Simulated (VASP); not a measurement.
Here is a VASP 6.6.1 calculation.

Contents of INCAR:

```
PREC = Accurate
ENCUT = 520
EDIFF = 1E-6
ISMEAR = 0
SIGMA = 0.15
LREAL = False
LASPH = True
NELM = 60
ALGO = Fast
ISIF = 2
LWAVE = False
LCHARG = False
GGA = PS
NBANDS = 9
```

Contents of KPOINTS:

```
regular mesh
0
Gamma
  24 24 14
```

File POSCAR:

```
Be
1.0
    2.2995019849      0.0000000000      0.0000000000
   -1.1497509925      1.9914271350      0.0000000000
    0.0000000000      0.0000000000      3.6009000000
Be
2
Direct
    0.4839790661      0.9679581322      0.0833749896
    0.6666666667      0.3333333333      0.7500000000
```

Potentials or basis: VASP PAW PBE potentials, release 64 (Be).

Run with:

```console
$ cat potpaw_PBE.64/Be/POTCAR > POTCAR
$ mpirun -np 1 vasp_std > vasp.out
```

**Question.** Predict the band gap on the k mesh.

**Answer.** Zero (bands 2 and 3 overlap by 1.74 eV).

**Question.** What does it give for the pressure?

**Answer.** 40.4 GPa.

Forces in eV/Å, atoms in the order of the input:
```
Be    0.000  -7.053  11.389
Be    0.000   7.053 -11.389
```

Caveat: the cell differs from its parent crystal (atom 1 (Be) moved by (+0.600, -0.600) A along y and z); the stress differs along the axes, from -18 to 109 GPa; the PAW data sets were made with another functional, which shifts forces and pressure a little.
